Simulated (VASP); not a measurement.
# SrTiO3 (I4/mcm) in VASP: relaxation of cell and atoms with PBEsol

Aim: the relaxation of cell and atoms of SrTiO3 with PBEsol.

All numbers are computed with VASP 6.6.1; they aren't measurements. Logs are shortened: lines on timing, memory, paths and dates and some standing lists are left out, and cuts for length are marked.

### 1 The cell of the first run

The structure is tetragonal, space group I4/mcm (No. 140). The conventional cell has a = 5.308 Å, b = 5.308 Å, c = 7.622 Å, α = 90.00°, β = 90.00°, γ = 90.00°. Within 3.3 Å of Sr (site symmetry -42m) lie 12 O at 2.49 to 2.87 Å and 8 Ti at 3.27 Å. Within 2.5 Å of Ti (site symmetry 4/m) lie 6 O at 1.90 to 1.91 Å. O (site symmetry 422) has 2 Ti at 1.91 Å within 2.5 Å. Within 2.5 Å of O (site symmetry m2m) lie 2 Ti at 1.90 Å and 2 Sr at 2.49 Å.

### 2 Relaxation of cell and atoms, PBEsol, target pressure 20 GPa, at which the enthalpy is minimised

INCAR

```
PREC = Accurate
ENCUT = 600
EDIFF = 1E-7
ISMEAR = 0
SIGMA = 0.01
LREAL = False
LASPH = True
NELM = 100
ALGO = Normal
ISIF = 3
LWAVE = False
LCHARG = False
GGA = PS
IBRION = 2
NSW = 80
EDIFFG = -0.002
PSTRESS = 200.0
```

KPOINTS

```
Automatic mesh
0
Gamma
  8 8 8
```

POSCAR

```
SrTiO3
1.0
   -2.6538078271      2.6538078271      3.8110546554
    2.6538078271     -2.6538078271      3.8110546554
    2.6538078271      2.6538078271     -3.8110546554
Sr Ti O
2 2 6
Direct
    0.7500000000      0.2500000000      0.5000000000
    0.2500000000      0.7500000000      0.5000000000
    0.0000000000      0.0000000000      0.0000000000
    0.5000000000      0.5000000000      0.0000000000
    0.2500000000      0.2500000000      0.0000000000
    0.7500000000      0.7500000000      0.0000000000
    0.7144528123      0.2144528123      0.9289056247
    0.2144528123      0.2855471877      0.5000000000
    0.2855471877      0.7855471877      0.0710943753
    0.7855471877      0.7144528123      0.5000000000
```

Potentials or basis: VASP PAW PBE potentials, release 64 (Sr_sv, Ti_sv, O).

Command:

```bash
$ cat potpaw_PBE.64/Sr_sv/POTCAR potpaw_PBE.64/Ti_sv/POTCAR potpaw_PBE.64/O/POTCAR > POTCAR
$ mpirun -np 1 vasp_std > vasp.out
```

OUTCAR:

```text
PREC = Accurate
   ENCUT = 600
   EDIFF = 1E-7
   ISMEAR = 0
   LREAL = False
   LASPH = True
   NELM = 100
   ISIF = 3
   GGA = PS
   IBRION = 2
   NSW = 80
   EDIFFG = -0.002
   PSTRESS = 200.0

 ion  position               nearest neighbor table
   1  0.750  0.250  0.500-   9 2.49   8 2.49  10 2.49   7 2.49   5 2.65   6 2.65   6 2.65   5 2.65
                             7 2.87   9 2.87   8 2.87  10 2.87   4 3.27   3 3.27   4 3.27   3 3.27
   2  0.250  0.750  0.500-   7 2.49   8 2.49  10 2.49   9 2.49   5 2.65   6 2.65   5 2.65   6 2.65
                             9 2.87   7 2.87  10 2.87   8 2.87   4 3.27   3 3.27   4 3.27   3 3.27
   3  0.000  0.000  0.000-   7 1.90   9 1.90   8 1.90  10 1.90   5 1.91   6 1.91   1 3.27   1 3.27
                             2 3.27   2 3.27   1 3.27   2 3.27   1 3.27   2 3.27
   4  0.500  0.500  0.000-   7 1.90   9 1.90  10 1.90   8 1.90   5 1.91   6 1.91   1 3.27   1 3.27
                             2 3.27   2 3.27   2 3.27   1 3.27   2 3.27   1 3.27
   5  0.250  0.250  0.000-   3 1.91   4 1.91   1 2.65   2 2.65   2 2.65   1 2.65
   6  0.750  0.750  0.000-   3 1.91   4 1.91   1 2.65   2 2.65   1 2.65   2 2.65
   7  0.714  0.214  0.929-   3 1.90   4 1.90   2 2.49   1 2.49   1 2.87   2 2.87
   8  0.214  0.286  0.500-   4 1.90   3 1.90   1 2.49   2 2.49   1 2.87   2 2.87
   9  0.286  0.786  0.071-   3 1.90   4 1.90   1 2.49   2 2.49   2 2.87   1 2.87
  10  0.786  0.714  0.500-   3 1.90   4 1.90   1 2.49   2 2.49   1 2.87   2 2.87

  LATTYP: Found a body centered tetragonal cell.
 ALAT       =     5.3076156542
 C/A-ratio  =     1.4360703200

  Lattice vectors:

 A1 = (  -2.6538078271,   2.6538078271,   3.8110546554)
 A2 = (   2.6538078271,  -2.6538078271,   3.8110546554)
 A3 = (   2.6538078271,   2.6538078271,  -3.8110546554)

Analysis of symmetry for initial positions (statically):
=====================================================================
 Subroutine PRICEL returns:
 Original cell was already a primitive cell.

 Routine SETGRP: Setting up the symmetry group for a
 body centered tetragonal supercell.

 Subroutine GETGRP returns: Found 16 space group operations
 (whereof  8 operations were pure point group operations)
 out of a pool of 16 trial point group operations.

The static configuration has the point symmetry C_4h.
 The point group associated with its full space group is D_4h.

Analysis of symmetry for dynamics (positions and initial velocities):
=====================================================================
 Subroutine PRICEL returns:
 Original cell was already a primitive cell.

 Routine SETGRP: Setting up the symmetry group for a
[... 144 lines left out ...]
  volume/ion in A,a.u.               =      10.74        72.45
  Fermi-wavevector in a.u.,A,eV,Ry     =   1.484192  2.804716 29.971271  2.202826
  Thomas-Fermi vector in A             =   2.597760
   LORBIT       =      0    0 simple, 1 ext, 2 COOP (PROOUT), +10 PAW based schemes
   GGA     = PS    functional components
   LHFCALC =     F    Hartree Fock is set to
   AEXX    =    0.0000 exact exchange contribution
   IVDW    =     0    specifies the selected vdW correction
   LEPSILON=     F    determine dielectric tensor
   LRPA    =     F    only Hartree local field effects (RPA)
 conjugate gradient relaxation of ions
 non-spin polarized calculation
 Gauss-broadening in eV      SIGMA  =   0.01
  energy-cutoff  :      600.00
  volume of cell :      107.36
 maximum number of plane-waves:      3612
 NGX is ok and might be reduce to    48
   NGX = 21   NGY = 21   NGZ = 21

--------------------------------------- Ionic step        1  -------------------------------------------

 number of electron      80.0000002 magnetization

 Free energy of the ion-electron system (eV)
  ---------------------------------------------------
  ext. energy  EPLUGINS =         0.00000000
  ---------------------------------------------------
  free energy    TOTEN  =       -83.39677100 eV

  energy without entropy =      -83.39677100  energy(sigma->0) =      -83.39677100

------------------------ aborting loop because EDIFF is reached ----------------------------------------

  FORCE on cell =-STRESS in cart. coord.  units (eV):
  Direction    XX          YY          ZZ          XY          YZ          ZX
  --------------------------------------------------------------------------------------
  -------------------------------------------------------------------------------------
  Total       13.9026713     13.9026713     13.9732575      0.0000000      0.0000000      0.0000000
  in kB      207.4745005    207.4745005    208.5278835      0.0000000      0.0000000      0.0000000
  external PRESSURE =       7.8256281 kB  Pullay stress =     200.0000000 kB
[... 121 lines left out ...]
  energy  without entropy=      -83.4376646346  energy(sigma->0) =      -83.43766463

  enthalpy is  TOTEN    =       -69.9957593582 eV   P V=       13.4419052764

[... ionic steps 4 to 10 ...]

--------------------------------------- Ionic step       11  -------------------------------------------

 number of electron      79.9999999 magnetization

------------------------ aborting loop because EDIFF is reached ----------------------------------------
[... 87 lines left out ...]
--------------------------------------- Ionic step       13  -------------------------------------------

 number of electron      79.9999998 magnetization

 Free energy of the ion-electron system (eV)
  ---------------------------------------------------
  ext. energy  EPLUGINS =         0.00000000
  ---------------------------------------------------
  free energy    TOTEN  =       -83.44151607 eV

  energy without entropy =      -83.44151607  energy(sigma->0) =      -83.44151607

 E-fermi :   4.7099     XC(G=0): -12.0855

 val. band max:        4.6589619546   @ k =  -0.2500   0.2500   0.0000
 cond. band min:       6.8509352193   @ k =   0.0000   0.0000   0.0000
 fundamental gap:      2.1919732647
 Fermi energy:         4.7098920345

 k-point     1 :       0.0000    0.0000    0.0000
  band No.  band energies     occupation
      1     -51.0271      2.00000
      2     -51.0187      2.00000
      3     -27.5591      2.00000
      4     -27.5591      2.00000
      5     -27.5503      2.00000
      6     -27.4557      2.00000
[... 1213 lines left out ...]
     47      11.2231      0.00000
     48      11.2231      0.00000

 [... further k-points ...]

------------------------ aborting loop because EDIFF is reached ----------------------------------------

  FORCE on cell =-STRESS in cart. coord.  units (eV):
  Direction    XX          YY          ZZ          XY          YZ          ZX
  --------------------------------------------------------------------------------------
  -------------------------------------------------------------------------------------
  Total       13.4497784     13.4497784     13.4546423      0.0000000     -0.0000000      0.0000000
  in kB      200.0671386    200.0671386    200.1394902      0.0000000     -0.0000000      0.0000000
  external PRESSURE =       0.0912558 kB  Pullay stress =     200.0000000 kB
[... 29 lines left out ...]
  energy  without entropy=      -83.4415160744  energy(sigma->0) =      -83.44151607

  enthalpy is  TOTEN    =       -69.9962511765 eV   P V=       13.4452648979

 reached required accuracy - stopping structural energy minimisation
```

OSZICAR:

```text
N       E                     dE             d eps       ncg     rms          rms(c)
DAV:   1     0.110919912019E+04    0.11092E+04   -0.44344E+04  5664   0.206E+03
DAV:   2     0.763941994291E+02   -0.10328E+04   -0.97845E+03  6120   0.580E+02
DAV:   3    -0.932396737827E+02   -0.16963E+03   -0.16433E+03  7608   0.212E+02
[... 119 lines left out ...]
DAV:   4    -0.834415146369E+02   -0.61956E-06   -0.58611E-06  7176   0.972E-03    0.656E-03
DAV:   5    -0.834415149506E+02   -0.31369E-06   -0.38879E-07  6344   0.432E-03    0.509E-03
DAV:   6    -0.834415157526E+02   -0.80195E-06   -0.90103E-07  8272   0.386E-03    0.217E-03
DAV:   7    -0.834415159893E+02   -0.23671E-06   -0.15537E-07  4472   0.209E-03    0.478E-04
DAV:   8    -0.834415160744E+02   -0.85157E-07   -0.45665E-08  3216   0.116E-03
  13 F= -.69996251E+02 E0= -.69996251E+02  d E =-.329804E-05
```

Wall time 1.7 h (1 thread of Oxide Virtual Turin-like, shared host); peak memory 0.53 GiB.

Results:

```yaml
Free_energy: -83.4415 eV
Relaxed_volume: 10.77 Å³/atom
Relaxed_cell: a = 5.353 Å, b = 5.353 Å, c = 5.353 Å, α = 120.47°, β = 120.47°, γ = 89.19°
Space_group_after_relaxing_to_0.1_Å: I4/mcm (No. 140)
Energy_change_on_relaxing_the_run_minimises_the_enthalpy: -4.5 meV/atom
Ionic_steps: 13
Pressure_after_relaxing: 20.0 GPa
Band_gap_on_the_k_mesh: 2.19 eV (least direct gap 2.21 eV)
```

The path:
```csv
step,energy change (eV),largest force (eV/Å),pressure (GPa),volume (Å³)
1,0.0000,0.0182,20.78,107.36
2,-0.1009,0.0239,18.77,108.18
3,-0.0409,0.0204,19.98,107.68
4,-0.0401,0.0204,19.99,107.68
5,-0.0403,0.0180,20.00,107.68
6,-0.0408,0.0112,20.01,107.68
7,-0.0415,0.0019,20.03,107.69
8,-0.0413,0.0038,20.03,107.68
9,-0.0418,0.0034,20.02,107.69
10,-0.0435,0.0026,20.00,107.70
11,-0.0468,0.0010,19.96,107.72
12,-0.0479,0.0004,19.94,107.73
13,-0.0447,0.0001,20.01,107.71
```

Final structure:
```
CELL_PARAMETERS angstrom
-2.65780 2.65780 3.81194
2.65780 -2.65780 3.81194
2.65780 2.65780 -3.81194
ATOMIC_POSITIONS crystal
Sr 0.75000 0.25000 0.50000
Sr 0.25000 0.75000 0.50000
Ti 0.00000 0.00000 0.00000
Ti 0.50000 0.50000 0.00000
O 0.25000 0.25000 0.00000
O 0.75000 0.75000 0.00000
O 0.71615 0.21615 0.93231
O 0.21615 0.28385 0.50000
O 0.28385 0.78385 0.06769
O 0.78385 0.71615 0.50000
```

Caveat: the cell is relaxed towards a set pressure, so the run minimises the enthalpy, not the energy; the PAW data sets were made with another functional, which shifts forces and pressure a little. A k mesh can miss the band edges.
